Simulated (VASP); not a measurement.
# ZnSe (scan) (F-43m) in VASP: a series of runs

ZnSe (scan) is run at these levels: r2SCAN; tasks: single point.

All numbers are computed with VASP 6.6.1; they aren't measurements. Logs are shortened: lines on timing, memory, paths and dates and some standing lists are left out, and cuts for length are marked.

### 1 The cell of the first run

It takes space group F-43m (No. 216, cubic). Conventional cell: a = 5.668 Å, b = 5.668 Å, c = 5.668 Å, α = 90.00°, β = 90.00°, γ = 90.00°. Zn (site symmetry -43m) has 4 Se at 2.45 Å within 3.2 Å. Within 3.2 Å of Se (site symmetry -43m) lie 4 Zn at 2.45 Å.

### 2 Single point, r2SCAN

The input, POSCAR:

```
ZnSe
1.0
    0.0000000000      2.8340000000      2.8340000000
    2.8340000000      0.0000000000      2.8340000000
    2.8340000000      2.8340000000      0.0000000000
Zn Se
1 1
Direct
    0.0000000000      0.0000000000      0.0000000000
    0.2500000000      0.2500000000      0.2500000000
```

The input, INCAR.step1:

```
SYSTEM = ZnSe
PREC     = Accurate       ! precision mode
ENCUT    = 550            ! plane-wave cutoff, eV
ISMEAR   = 0              ! smearing method
SIGMA    = 0.1            ! smearing width, eV
LREAL    = .False.        ! projectors in reciprocal space
LASPH    = .True.         ! aspherical terms in the spheres
NELM     = 120            ! most SCF steps
NBANDS   = 16             ! bands
GGA      = PE             ! functional
ALGO     = Normal         ! electronic algorithm
EDIFF    = 1E-5           ! SCF threshold, eV
LWAVE    = .True.         ! write WAVECAR
LCHARG   = .False.        ! write CHGCAR
GGA_COMPAT= .False.
```

The input, INCAR.step2:

```
SYSTEM = ZnSe
PREC     = Accurate       ! precision mode
ENCUT    = 550            ! plane-wave cutoff, eV
EDIFF    = 1E-6           ! SCF threshold, eV
ISMEAR   = 0              ! smearing method
SIGMA    = 0.1            ! smearing width, eV
LREAL    = .False.        ! projectors in reciprocal space
LASPH    = .True.         ! aspherical terms in the spheres
NELM     = 120            ! most SCF steps
ALGO     = Normal         ! electronic algorithm
ISIF     = 2              ! what is computed and relaxed
LWAVE    = .False.        ! write WAVECAR
LCHARG   = .False.        ! write CHGCAR
METAGGA  = R2SCAN         ! meta-GGA
LMIXTAU  = .True.       
NBANDS   = 16             ! bands
ISTART   = 1            
GGA_COMPAT= .False.
```

The input, KPOINTS:

```
Automatic mesh
0
Gamma
  6 6 6
  0 0 0
```

Potentials or basis: VASP PAW PBE potentials, release 64 (Zn, Se).

The run is started by

```console
$ cat potpaw_PBE.64/Zn/POTCAR potpaw_PBE.64/Se/POTCAR > POTCAR
$ cp INCAR.step1 INCAR
$ mpirun -np 1 vasp_std > vasp.out
$ cp INCAR.step2 INCAR
$ mpirun -np 1 vasp_std > vasp.out
```

OUTCAR:

```text
SYSTEM = ZnSe
   PREC = Accurate
   ENCUT = 550
   EDIFF = 1E-6
   ISMEAR = 0
   LREAL = .False.
   LASPH = .True.
   NELM = 120
   ISIF = 2
   METAGGA = R2SCAN
   ISTART = 1

 ion  position               nearest neighbor table
   1  0.000  0.000  0.000-   2 2.45   2 2.45   2 2.45   2 2.45
   2  0.250  0.250  0.250-   1 2.45   1 2.45   1 2.45   1 2.45

  LATTYP: Found a face centered cubic cell.
 ALAT       =     5.6680000000

  Lattice vectors:

 A1 = (   0.0000000000,   2.8340000000,   2.8340000000)
 A2 = (   2.8340000000,   0.0000000000,   2.8340000000)
 A3 = (   2.8340000000,   2.8340000000,   0.0000000000)

Analysis of symmetry for initial positions (statically):
=====================================================================
 Subroutine PRICEL returns:
 Original cell was already a primitive cell.

 Routine SETGRP: Setting up the symmetry group for a
 face centered cubic supercell.

 Subroutine GETGRP returns: Found 24 space group operations
 (whereof 24 operations were pure point group operations)
 out of a pool of 48 trial point group operations.

The static configuration has the point symmetry T_d .

Analysis of symmetry for dynamics (positions and initial velocities):
=====================================================================
 Subroutine PRICEL returns:
 Original cell was already a primitive cell.

 Routine SETGRP: Setting up the symmetry group for a
 face centered cubic supercell.

 Subroutine GETGRP returns: Found 24 space group operations
 (whereof 24 operations were pure point group operations)
 out of a pool of 48 trial point group operations.

The dynamic configuration has the point symmetry T_d .

 Subroutine INISYM returns: Found 24 space group operations
 (whereof 24 operations are pure point group operations),
 and found     1 'primitive' translations

----------------------------------------------------------------------------------------

                                     Primitive cell

  volume of cell :      45.5229

  direct lattice vectors                    reciprocal lattice vectors
     0.000000000  2.834000000  2.834000000    -0.176429076  0.176429076  0.176429076
     2.834000000  0.000000000  2.834000000     0.176429076 -0.176429076  0.176429076
     2.834000000  2.834000000  0.000000000     0.176429076  0.176429076 -0.176429076

  length of vectors
     4.007881236  4.007881236  4.007881236     0.305584123  0.305584123  0.305584123

  position of ions in fractional coordinates (direct lattice)
     0.000000000  0.000000000  0.000000000
     0.250000000  0.250000000  0.250000000

  ion indices of the primitive-cell ions
   primitive index   ion index
                 1           1
                 2           2

----------------------------------------------------------------------------------------

 KPOINTS: Automatic mesh

Automatic generation of k-mesh.
 Grid dimensions read from file:
 generate k-points for:    6    6    6

 Generating k-lattice:

  Cartesian coordinates                     Fractional coordinates (reciprocal lattice)
    -0.029404846  0.029404846  0.029404846     0.166666667  0.000000000  0.000000000
     0.029404846 -0.029404846  0.029404846     0.000000000  0.166666667  0.000000000
     0.029404846  0.029404846 -0.029404846     0.000000000  0.000000000  0.166666667

  Length of vectors
     0.050930687  0.050930687  0.050930687

  Shift w.r.t. Gamma in fractional coordinates (k-lattice)
     0.000000000  0.000000000  0.000000000

 Subroutine IBZKPT returns following result:
 ===========================================

 Found     16 irreducible k-points:

 Following reciprocal coordinates:
            Coordinates               Weight
  0.000000  0.000000  0.000000      1.000000
  0.166667  0.000000  0.000000      8.000000
  0.333333  0.000000  0.000000      8.000000
  0.500000  0.000000  0.000000      4.000000
  0.166667  0.166667  0.000000      6.000000
  0.333333  0.166667  0.000000     24.000000
[... 8 lines left out ...]
 -0.333333  0.333333  0.166667     24.000000
 -0.333333  0.500000  0.166667     12.000000
   k-points           NKPTS =     16   k-points in BZ     NKDIM =     16   number of bands    NBANDS=     16
   number of dos      NEDOS =    301   number of ions     NIONS =      2
   total plane-waves  NPLWV =  32768
   dimension x,y,z NGX =    32 NGY =   32 NGZ =   32
   dimension x,y,z NGXF=    64 NGYF=   64 NGZF=   64
   ions per type =               1   1
   NGX,Y,Z   is equivalent  to a cutoff of  13.27, 13.27, 13.27 a.u.
   NGXF,Y,Z  is equivalent  to a cutoff of  26.55, 26.55, 26.55 a.u.
 SYSTEM =  ZnSe
   PREC   = accura    normal or accurate (medium, high low for compatibility)
   ISTART =      1    job   : 0-new  1-cont  2-samecut
   ICHARG =      0    charge: 1-file 2-atom 10-const
   ISPIN  =      1    spin polarized calculation?
   LNONCOLLINEAR =      F non collinear calculations
   LSORBIT =      F    spin-orbit coupling
   LASPH  =      T    aspherical Exc in radial PAW
   ENCUT  =  550.0 eV  40.42 Ry    6.36 a.u.   7.66  7.66  7.66*2*pi/ulx,y,z
   NELM   =    120;   NELMIN=  2; NELMDL=  0     # of ELM steps
   EDIFF  = 0.1E-05   stopping-criterion for ELM
   LREAL  =      F    real-space projection
   EDIFFG = 0.1E-04   stopping-criterion for IOM
   NSW    =      0    number of steps for IOM
   IBRION =     -1    ionic relax: 0-MD 1-quasi-New 2-CG
   NFREE  =      0    steps in history (QN), initial steepest desc. (CG)
   ISIF   =      2    stress and relaxation
   ISYM   =      2    0-nonsym 1-usesym 2-fastsym
   POTIM  = 0.5000    time-step for ionic-motion
   TEBEG  =    0.0;   TEEND  =   0.0 temperature during run
   PSTRESS=    0.0 pullay stress
   NELECT =      18.0000    total number of electrons
   NUPDOWN=      -1.0000    fix difference up-down
   EMIN   =  10.00;   EMAX   =-10.00  energy-range for DOS
   EFERMI =   0.00;   METHOD = LEGACY
   ISMEAR =     0;   SIGMA  =   0.10  broadening in eV -4-tet -1-fermi 0-gaus
   EFERMI_NEDOS =   21; number of points for ismear=-14 and -15
   IALGO  =     38    algorithm
   IMIX   =      4    mixing-type and parameters
     AMIX     =   0.40;   BMIX     =  1.00
     AMIX_MAG =   1.60;   BMIX_MAG =  1.00
  volume/ion in A,a.u.               =      22.76       153.60
  Fermi-wavevector in a.u.,A,eV,Ry     =   1.201589  2.270673 19.644300  1.443815
  Thomas-Fermi vector in A             =   2.337393
   LORBIT       =      0    0 simple, 1 ext, 2 COOP (PROOUT), +10 PAW based schemes
   METAGGA = R2SCAN    functional components
   LHFCALC =     F    Hartree Fock is set to
   AEXX    =    0.0000 exact exchange contribution
   IVDW    =     0    specifies the selected vdW correction
   LEPSILON=     F    determine dielectric tensor
   LRPA    =     F    only Hartree local field effects (RPA)
 non-spin polarized calculation
 Gauss-broadening in eV      SIGMA  =   0.10
  energy-cutoff  :      550.00
  volume of cell :       45.52
 maximum number of plane-waves:      1363
 NGX is ok and might be reduce to    32
   NGX = 15   NGY = 15   NGZ = 15

 number of electron      17.9999991 magnetization

 Free energy of the ion-electron system (eV)
  ---------------------------------------------------
  ext. energy  EPLUGINS =         0.00000000
  ---------------------------------------------------
  free energy    TOTEN  =       -24.90527540 eV

  energy without entropy =      -24.90527540  energy(sigma->0) =      -24.90527540

 E-fermi :   1.7563     XC(G=0):  -9.9178

 val. band max:        1.2988690434   @ k =   0.0000   0.0000   0.0000
 cond. band min:       3.1640044652   @ k =   0.0000   0.0000   0.0000
 fundamental gap:      1.8651354218
 Fermi energy:         1.7563164542

 k-point     1 :       0.0000    0.0000    0.0000
  band No.  band energies     occupation
      1     -12.4126      2.00000
      2      -5.3971      2.00000
      3      -5.3971      2.00000
      4      -5.3970      2.00000
      5      -4.9896      2.00000
      6      -4.9896      2.00000
[... 8 lines left out ...]
     15      13.3248      0.00000
     16      13.3248      0.00000

 k-point     2 :       0.1667    0.0000    0.0000
  band No.  band energies     occupation
      1     -12.2323      2.00000
      2      -5.3765      2.00000
      3      -5.3689      2.00000
      4      -5.3689      2.00000
      5      -4.9913      2.00000
      6      -4.9913      2.00000
[... 8 lines left out ...]
     15      12.3104      0.00000
     16      12.9788      0.00000

 k-point     3 :       0.3333    0.0000    0.0000
  band No.  band energies     occupation
      1     -11.8281      2.00000
      2      -5.3203      2.00000
      3      -5.3203      2.00000
      4      -5.2092      2.00000
      5      -4.9835      2.00000
      6      -4.9835      2.00000
[... 8 lines left out ...]
     15      12.9562      0.00000
     16      12.9562      0.00000

 k-point     4 :       0.5000    0.0000    0.0000
  band No.  band energies     occupation
      1     -11.5977      2.00000
      2      -5.3016      2.00000
      3      -5.3016      2.00000
      4      -4.9722      2.00000
      5      -4.9722      2.00000
      6      -4.8348      2.00000
[... 8 lines left out ...]
     15      15.1118      0.00000
     16      15.1118      0.00000

 k-point     5 :       0.1667    0.1667    0.0000
  band No.  band energies     occupation
      1     -12.1720      2.00000
      2      -5.4043      2.00000
      3      -5.3420      2.00000
      4      -5.3420      2.00000
      5      -5.0079      2.00000
      6      -4.9771      2.00000
[... 8 lines left out ...]
     15      13.7333      0.00000
     16      14.0460      0.00000

 k-point     6 :       0.3333    0.1667    0.0000
  band No.  band energies     occupation
      1     -11.8386      2.00000
      2      -5.3531      2.00000
      3      -5.2854      2.00000
      4      -5.2594      2.00000
      5      -5.0021      2.00000
      6      -4.9669      2.00000
[... 8 lines left out ...]
     15      14.1294      0.00000
     16      14.5272      0.00000
[... 115 lines left out ...]
 k-point    13 :       0.5000    0.5000    0.0000
  band No.  band energies     occupation
      1     -11.3203      2.00000
      2      -5.3376      2.00000
      3      -5.1302      2.00000
      4      -5.1302      2.00000
      5      -4.9396      2.00000
      6      -4.8108      2.00000
[... 8 lines left out ...]
     15      15.8899      0.00000
     16      16.4101      0.00000

 k-point    14 :       0.5000    0.3333    0.1667
  band No.  band energies     occupation
      1     -11.5472      2.00000
      2      -5.2917      2.00000
      3      -5.2464      2.00000
      4      -5.1355      2.00000
      5      -4.9729      2.00000
      6      -4.9273      2.00000
[... 8 lines left out ...]
     15      14.9439      0.00000
     16      16.3813      0.00000

 k-point    15 :      -0.3333    0.3333    0.1667
  band No.  band energies     occupation
      1     -11.3897      2.00000
      2      -5.2709      2.00000
      3      -5.2163      2.00000
      4      -5.0301      2.00000
      5      -4.9970      2.00000
      6      -4.7487      2.00000
[... 8 lines left out ...]
     15      15.1296      0.00000
     16      16.0540      0.00000

 k-point    16 :      -0.3333    0.5000    0.1667
  band No.  band energies     occupation
      1     -11.3164      2.00000
      2      -5.2798      2.00000
      3      -5.1653      2.00000
      4      -5.0827      2.00000
      5      -4.9755      2.00000
      6      -4.7197      2.00000
[... 8 lines left out ...]
     15      15.7505      0.00000
     16      16.2854      0.00000

------------------------ aborting loop because EDIFF is reached ----------------------------------------

  FORCE on cell =-STRESS in cart. coord.  units (eV):
  Direction    XX          YY          ZZ          XY          YZ          ZX
  --------------------------------------------------------------------------------------
  -------------------------------------------------------------------------------------
  Total        0.0067473      0.0067473      0.0067473      0.0000000     -0.0000000      0.0000000
  in kB        0.2374704      0.2374704      0.2374704      0.0000000     -0.0000000      0.0000000
  external PRESSURE =       0.2374704 kB  Pullay stress =       0.0000000 kB

 VOLUME and BASIS-vectors are now :
 -----------------------------------------------------------------------------
  energy-cutoff  :      550.00
  volume of cell :       45.52
      direct lattice vectors                 reciprocal lattice vectors
     0.000000000  2.834000000  2.834000000    -0.176429076  0.176429076  0.176429076
     2.834000000  0.000000000  2.834000000     0.176429076 -0.176429076  0.176429076
     2.834000000  2.834000000  0.000000000     0.176429076  0.176429076 -0.176429076

 POSITION                                       TOTAL-FORCE (eV/Angst)
 -----------------------------------------------------------------------------------
      0.00000      0.00000      0.00000         0.000000      0.000000      0.000000
      1.41700      1.41700      1.41700        -0.000000     -0.000000     -0.000000
 -----------------------------------------------------------------------------------
    total drift:                                0.000000      0.000000     -0.000000

  FREE ENERGIE OF THE ION-ELECTRON SYSTEM (eV)
  ---------------------------------------------------
  free  energy   TOTEN  =       -24.9052753998 eV

  energy  without entropy=      -24.9052753998  energy(sigma->0) =      -24.90527540
```

Wall time 32 s (1 thread of Intel Xeon Platinum 8488C (Sapphire Rapids), shared host); peak memory 0.18 GiB.

Results:

```yaml
Free_energy: -24.9053 eV
Pressure: 0.0 GPa
Band_gap_on_the_k_mesh: 1.87 eV, direct
```

Caveat: the PAW data sets were made with another functional, which shifts forces and pressure a little.

### 3 Single point, r2SCAN

The input, POSCAR:

```
ZnSe
1.0
    0.0000000000      2.8332277299      2.8332277299
    2.8332277299      0.0000000000      2.8332277299
    2.8332277299      2.8332277299      0.0000000000
Zn Se
1 1
Direct
    0.0000000000      0.0000000000      0.0000000000
    0.2500000000      0.2500000000      0.2500000000
```

The input, INCAR.step1:

```
SYSTEM = ZnSe
ALGO = Normal ; EDIFF = 1E-5
ENCUT = 550 ; GGA = PE
GGA_COMPAT = .False. ; ISMEAR = 0
LASPH = .True. ; LCHARG = .False.
LREAL = .False. ; LWAVE = .True.
NBANDS = 16 ; NELM = 120
PREC = Accurate ; SIGMA = 0.02
```

The input, INCAR.step2:

```
SYSTEM = ZnSe
ALGO = Normal ; EDIFF = 1E-6
ENCUT = 550 ; GGA_COMPAT = .False.
ISIF = 2 ; ISMEAR = 0
ISTART = 1 ; LASPH = .True.
LCHARG = .False. ; LMIXTAU = .True.
LREAL = .False. ; LWAVE = .False.
METAGGA = R2SCAN ; NBANDS = 16
NELM = 120 ; PREC = Accurate
SIGMA = 0.02
```

The input, KPOINTS:

```
k-points
0
Gamma
  8 8 8
  0 0 0
```

Potentials or basis: VASP PAW PBE potentials, release 64 (Zn, Se).

The run is started by

```console
$ cat potpaw_PBE.64/Zn/POTCAR potpaw_PBE.64/Se/POTCAR > POTCAR
$ cp INCAR.step1 INCAR
$ mpirun -np 1 vasp_std > vasp.out
$ cp INCAR.step2 INCAR
$ mpirun -np 1 vasp_std > vasp.out
```

Wall time 52 s (1 thread of Intel Xeon Platinum 8488C (Sapphire Rapids), shared host); peak memory 0.19 GiB.

The run converged. Its results:

```
Free energy            : -24.9092 eV
Pressure               : 0.1 GPa
Band gap on the k mesh : 1.87 eV, direct
```

Levels at points of the mesh, in eV from the valence-band top:
| k point | band 6 | band 7 | band 8 | band 9 | band 10 | band 11 | band 12 | band 13 |
| --- | --- | --- | --- | --- | --- | --- | --- | --- |
| (0.00, 0.00, 0.00) | -6.29 | 0.00 | 0.00 | 0.00 | 1.87 | 6.32 | 6.32 | 6.32 |
| (0.50, 0.00, 0.00) | -6.13 | -5.31 | -0.88 | -0.88 | 3.05 | 6.87 | 6.87 | 9.08 |
| (0.50, 0.50, 0.00) | -6.11 | -4.79 | -2.23 | -2.23 | 3.33 | 3.87 | 11.51 | 12.07 |

Caveat: the PAW data sets were made with another functional, which shifts forces and pressure a little. r2SCAN opens gaps a little over a GGA but as a rule still falls short of measured ones.
